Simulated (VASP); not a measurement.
# NaCl (Fm-3m) in VASP: further runs

Runs on NaCl. Level: r2SCAN. Tasks: single point.

Program: VASP 6.6.1. These are calculated values, not measurements. Logs are shortened: lines on timing, memory, paths and dates and some standing lists are left out, and cuts for length are marked.

### 1 The cell of the first run

Symmetry: Fm-3m, No. 225, cubic system. Conventional cell: a = 5.588 Å, b = 5.588 Å, c = 5.588 Å, α = 90.00°, β = 90.00°, γ = 90.00°. Cl (site symmetry m-3m) has 6 Na at 2.79 Å within 3.7 Å. Within 3.7 Å of Na (site symmetry m-3m) lie 6 Cl at 2.79 Å.

### 2 Single point, r2SCAN

Input file INCAR:

```
METAGGA  = R2SCAN         # meta-GGA
ISMEAR   = -5             # smearing method
LWAVE    = F              # write WAVECAR
LCHARG   = F              # write CHGCAR
NBANDS   = 23             # bands
PREC     = Accurate       # precision mode
LASPH    = T              # aspherical terms in the spheres
LREAL    = F              # projectors in reciprocal space
ALGO     = Normal         # electronic algorithm
EDIFF    = 1E-6           # SCF threshold, eV
NELM     = 120            # most SCF steps
GGA_COMPAT= F            
ENCUT    = 300            # plane-wave cutoff, eV
EFERMI   = MIDGAP       
LMIXTAU  = T            
NEDOS    = 2001           # points of the DOS
LORBIT   = 11             # projections on sites
KPAR     = 2
```

Input file KPOINTS:

```
Automatic mesh
0
Gamma
  11 11 11
  0 0 0
```

Input file POSCAR:

```
NaCl
1.0
    0.0000000000      2.7940632177      2.7940632177
    2.7940632177      0.0000000000      2.7940632177
    2.7940632177      2.7940632177      0.0000000000
Cl Na
1 1
Direct
    0.5000000000      0.5000000000      0.5000000000
    0.0000000000      0.0000000000      0.0000000000
```

Potentials or basis: VASP PAW PBE potentials, release 64 (Cl, Na_pv).

Run with:

```console
$ cat potpaw_PBE.64/Cl/POTCAR potpaw_PBE.64/Na_pv/POTCAR > POTCAR
$ mpirun -np 2 vasp_std > vasp.out
```

OUTCAR:

```text
METAGGA = R2SCAN
   ISMEAR = -5
   PREC = Accurate
   LASPH = T
   LREAL = F
   EDIFF = 1E-6
   NELM = 120
   ENCUT = 300
   EFERMI = MIDGAP
   LORBIT = 11

 Found     56 irreducible k-points:

 Following reciprocal coordinates:
            Coordinates               Weight
  0.000000  0.000000  0.000000      1.000000
  0.090909  0.000000  0.000000      8.000000
  0.181818  0.000000  0.000000      8.000000
  0.272727  0.000000  0.000000      8.000000
  0.363636  0.000000  0.000000      8.000000
  0.454545  0.000000  0.000000      8.000000
   k-points           NKPTS =     56   k-points in BZ     NKDIM =     56   number of bands    NBANDS=     23
   number of dos      NEDOS =   2001   number of ions     NIONS =      2
   total plane-waves  NPLWV =  13824
   dimension x,y,z NGX =    24 NGY =   24 NGZ =   24
   dimension x,y,z NGXF=    48 NGYF=   48 NGZF=   48
   ions per type =               1   1
   NGX,Y,Z   is equivalent  to a cutoff of  10.10, 10.10, 10.10 a.u.
   NGXF,Y,Z  is equivalent  to a cutoff of  20.19, 20.19, 20.19 a.u.
 SYSTEM =  unknown system
   PREC   = accura    normal or accurate (medium, high low for compatibility)
   ISTART =      0    job   : 0-new  1-cont  2-samecut
   ICHARG =      2    charge: 1-file 2-atom 10-const
   ISPIN  =      1    spin polarized calculation?
   LNONCOLLINEAR =      F non collinear calculations
   LSORBIT =      F    spin-orbit coupling
   LASPH  =      T    aspherical Exc in radial PAW
   ENCUT  =  300.0 eV  22.05 Ry    4.70 a.u.   5.58  5.58  5.58*2*pi/ulx,y,z
   NELM   =    120;   NELMIN=  2; NELMDL= -5     # of ELM steps
   EDIFF  = 0.1E-05   stopping-criterion for ELM
   LREAL  =      F    real-space projection
   EDIFFG = 0.1E-04   stopping-criterion for IOM
   NSW    =      0    number of steps for IOM
   IBRION =     -1    ionic relax: 0-MD 1-quasi-New 2-CG
   NFREE  =      0    steps in history (QN), initial steepest desc. (CG)
   ISIF   =      2    stress and relaxation
   ISYM   =      2    0-nonsym 1-usesym 2-fastsym
   POTIM  = 0.5000    time-step for ionic-motion
   TEBEG  =    0.0;   TEEND  =   0.0 temperature during run

   SCALEE = 1.0000    scale energy and forces
   PSTRESS=    0.0 pullay stress
   NELECT =      14.0000    total number of electrons
   NUPDOWN=      -1.0000    fix difference up-down
   EMIN   =  10.00;   EMAX   =-10.00  energy-range for DOS
   EFERMI =   0.00;   METHOD = MIDGAP
   ISMEAR =    -5;   SIGMA  =   0.20  broadening in eV -4-tet -1-fermi 0-gaus
   EFERMI_NEDOS =   21; number of points for ismear=-14 and -15
   IALGO  =     38    algorithm
   IMIX   =      4    mixing-type and parameters
     AMIX     =   0.40;   BMIX     =  1.00
     AMIX_MAG =   1.60;   BMIX_MAG =  1.00
  volume/ion in A,a.u.               =      21.81       147.20
  Fermi-wavevector in a.u.,A,eV,Ry     =   1.120825  2.118053 17.092312  1.256249
  Thomas-Fermi vector in A             =   2.257475
   LORBIT       =     11    0 simple, 1 ext, 2 COOP (PROOUT), +10 PAW based schemes
   METAGGA = R2SCAN    functional components
   LHFCALC =     F    Hartree Fock is set to
   AEXX    =    0.0000 exact exchange contribution
   IVDW    =     0    specifies the selected vdW correction
   LEPSILON=     F    determine dielectric tensor
   LRPA    =     F    only Hartree local field effects (RPA)

   CSHIFT  =0.1000    complex shift for real part using Kramers Kronig

   OMEGAMAX=  -1.0    maximum frequency
 non-spin polarized calculation
 Fermi weights with tetrahedron method with Bloechl corrections
  energy-cutoff  :      300.00
  volume of cell :       43.63
 maximum number of plane-waves:       532
   NGX = 11   NGY = 11   NGZ = 11

 number of electron      13.9999966 magnetization

 Free energy of the ion-electron system (eV)
  ---------------------------------------------------
  ext. energy  EPLUGINS =         0.00000000
  ---------------------------------------------------
  free energy    TOTEN  =       -13.79100640 eV

  energy without entropy =      -13.79100640  energy(sigma->0) =      -13.79100640

 E-fermi :   2.0215     XC(G=0):  -8.7710

 val. band max:       -0.9986912195   @ k =   0.0000   0.0000   0.0000
 cond. band min:       5.0416141974   @ k =   0.0000   0.0000   0.0000
 fundamental gap:      6.0403054168
 Fermi energy:         2.0214614889

 k-point     1 :       0.0000    0.0000    0.0000
  band No.  band energies     occupation
      1     -22.4608      2.00000
      2     -22.4608      2.00000
      3     -22.4608      2.00000
      4     -14.2873      2.00000
      5      -0.9987      2.00000
      6      -0.9987      2.00000
      7      -0.9987      2.00000
      8       5.0416      0.00000
      9      10.7977      0.00000
     10      10.7977      0.00000
     11      10.7977      0.00000
     12      13.0937      0.00000
     13      13.0937      0.00000
     14      14.7229      0.00000
     15      17.6705      0.00000
     16      17.6705      0.00000
     17      17.6705      0.00000
     18      24.7824      0.00000
     19      27.0788      0.00000

 k-point     2 :       0.0909    0.0000    0.0000
  band No.  band energies     occupation
      1     -22.4634      2.00000
      2     -22.4609      2.00000
      3     -22.4609      2.00000
      4     -14.2595      2.00000
      5      -1.2069      2.00000
      6      -1.0235      2.00000
      7      -1.0234      2.00000
      8       5.3202      0.00000
      9      10.4680      0.00000
     10      10.9214      0.00000
     11      10.9214      0.00000
     12      12.9587      0.00000
     13      12.9587      0.00000
     14      15.3459      0.00000
     15      17.4990      0.00000
     16      18.0914      0.00000
     17      18.0914      0.00000
     18      24.8908      0.00000
     19      25.8107      0.00000

 k-point     3 :       0.1818    0.0000    0.0000
  band No.  band energies     occupation
      1     -22.4704      2.00000
      2     -22.4614      2.00000
      3     -22.4614      2.00000
      4     -14.1836      2.00000
      5      -1.7029      2.00000
      6      -1.0885      2.00000
      7      -1.0885      2.00000
      8       5.9828      0.00000
      9       9.9558      0.00000
     10      11.1620      0.00000
     11      11.1620      0.00000
     12      12.8469      0.00000
     13      12.8469      0.00000
     14      16.1654      0.00000
     15      17.7659      0.00000
     16      19.1755      0.00000
     17      19.1755      0.00000
     18      23.1203      0.00000
     19      24.1491      0.00000

 k-point     4 :       0.2727    0.0000    0.0000
  band No.  band energies     occupation
      1     -22.4795      2.00000
      2     -22.4619      2.00000
      3     -22.4619      2.00000
      4     -14.0812      2.00000
      5      -2.2631      2.00000
      6      -1.1712      2.00000
      7      -1.1712      2.00000
      8       6.6365      0.00000
      9       9.8093      0.00000
     10      11.1726      0.00000
     11      11.1726      0.00000
     12      13.3073      0.00000
     13      13.3073      0.00000
     14      15.8334      0.00000
     15      19.6432      0.00000
     16      20.6487      0.00000
     17      20.6487      0.00000
     18      21.0326      0.00000
     19      21.9471      0.00000

 k-point     5 :       0.3636    0.0000    0.0000
  band No.  band energies     occupation
      1     -22.4879      2.00000
      2     -22.4625      2.00000
      3     -22.4625      2.00000
      4     -13.9841      2.00000
      5      -2.7200      2.00000
      6      -1.2447      2.00000
      7      -1.2447      2.00000
      8       6.9466      0.00000
      9      10.2242      0.00000
     10      10.9975      0.00000
     11      10.9975      0.00000
     12      14.3713      0.00000
     13      14.3713      0.00000
     14      15.4089      0.00000
     15      19.1808      0.00000
     16      19.7970      0.00000
     17      19.7970      0.00000
     18      22.1104      0.00000
     19      22.3114      0.00000

 k-point     6 :       0.4545    0.0000    0.0000
  band No.  band energies     occupation
      1     -22.4928      2.00000
      2     -22.4627      2.00000
      3     -22.4627      2.00000
      4     -13.9248      2.00000
      5      -2.9730      2.00000
      6      -1.2872      2.00000
      7      -1.2872      2.00000
      8       7.0020      0.00000
      9      10.7632      0.00000
     10      10.8714      0.00000
     11      10.8714      0.00000
     12      15.2036      0.00000
     13      15.7487      0.00000
     14      15.7487      0.00000
     15      17.8970      0.00000
     16      17.8970      0.00000
     17      17.9969      0.00000
     18      23.8566      0.00000
     19      23.8566      0.00000

 [... further k-points ...]

 [bands above 19 left out]

------------------------ aborting loop because EDIFF is reached ----------------------------------------

  FORCE on cell =-STRESS in cart. coord.  units (eV):
  Direction    XX          YY          ZZ          XY          YZ          ZX
  --------------------------------------------------------------------------------------
  -------------------------------------------------------------------------------------
  Total       -0.0812071     -0.0812071     -0.0812071     -0.0000000      0.0000000     -0.0000000
  in kB       -2.9823995     -2.9823995     -2.9823995     -0.0000000      0.0000000     -0.0000000
  external PRESSURE =      -2.9823995 kB  Pullay stress =       0.0000000 kB

 VOLUME and BASIS-vectors are now :
 -----------------------------------------------------------------------------
  energy-cutoff  :      300.00
  volume of cell :       43.63
      direct lattice vectors                 reciprocal lattice vectors
     0.000000000  2.794063218  2.794063218    -0.178950854  0.178950854  0.178950854
     2.794063218  0.000000000  2.794063218     0.178950854 -0.178950854  0.178950854
     2.794063218  2.794063218  0.000000000     0.178950854  0.178950854 -0.178950854

 POSITION                                       TOTAL-FORCE (eV/Angst)
 -----------------------------------------------------------------------------------
      2.79406      2.79406      2.79406         0.000000      0.000000      0.000000
      0.00000      0.00000      0.00000        -0.000000     -0.000000     -0.000000
 -----------------------------------------------------------------------------------
    total drift:                                0.000000     -0.000000     -0.000000

  FREE ENERGIE OF THE ION-ELECTRON SYSTEM (eV)
  ---------------------------------------------------
  free  energy   TOTEN  =       -13.7910064022 eV

  energy  without entropy=      -13.7910064022  energy(sigma->0) =      -13.79100640

 total charge

# of ion       s       p       d       tot
------------------------------------------
    1        1.593   3.618   0.000   5.211
    2        0.037   5.980   0.000   6.016
--------------------------------------------------
tot          1.630   9.597   0.000  11.227
```

Wall time 2.6 min (2 MPI ranks of AMD EPYC 7R43 (Zen 3), shared host); peak memory 0.11 GiB.

Results:

| Item | Value |
| --- | --- |
| Free energy | -13.7910 eV |
| Pressure | -0.3 GPa |
| Band gap on the k mesh | 6.04 eV |
| Valence electrons inside the program's atomic spheres | Cl 5.21; Na 6.02 |

Caveat: the cutoff is under 1.25 times the usual one of these potentials, so pressure, stress and relaxed cells hold a basis-set (Pulay) error; the PAW data sets were made with another functional, which shifts forces and pressure a little; an odd mesh through Γ misses points on the zone boundary, where band edges can lie.

### 3 Single point, r2SCAN

INCAR, as its differences from that of step 2:

```diff
@@ -12,6 +12,6 @@
 GGA_COMPAT= F            
-ENCUT    = 300            # plane-wave cutoff, eV
+ENCUT    = 520            # plane-wave cutoff, eV
 EFERMI   = MIDGAP       
 LMIXTAU  = T            
-NEDOS    = 2001           # points of the DOS
+NEDOS    = 4001           # points of the DOS
 LORBIT   = 11             # projections on sites
```

Input file KPOINTS:

```
Automatic mesh
0
Gamma
  25 25 25
  0 0 0
```

POSCAR is that of step 2.

Potentials or basis: VASP PAW PBE potentials, release 64 (Cl, Na_pv).

Run with:

```console
$ cat potpaw_PBE.64/Cl/POTCAR potpaw_PBE.64/Na_pv/POTCAR > POTCAR
$ mpirun -np 2 vasp_std > vasp.out
```

It took 25 min on 2 MPI ranks of AMD EPYC 7R43 (Zen 3), shared host; peak memory 0.38 GiB.

It converged, with:

* Free energy: -13.7907 eV
* Pressure: 0.1 GPa
* Band gap on the k mesh: 6.04 eV
* Valence electrons inside the program's atomic spheres: Cl 5.21; Na 6.02

Levels at points of the mesh, in eV from the valence-band top:
```csv
k point,band 3,band 4,band 5,band 6,band 7,band 8,band 9,band 10,band 11,band 12
"(0.00, 0.00, 0.00)",-21.47,-13.29,0.00,0.00,0.00,6.04,11.79,11.79,11.79,14.07
```

Caveat: the PAW data sets were made with another functional, which shifts forces and pressure a little; an odd mesh through Γ misses points on the zone boundary, where band edges can lie.
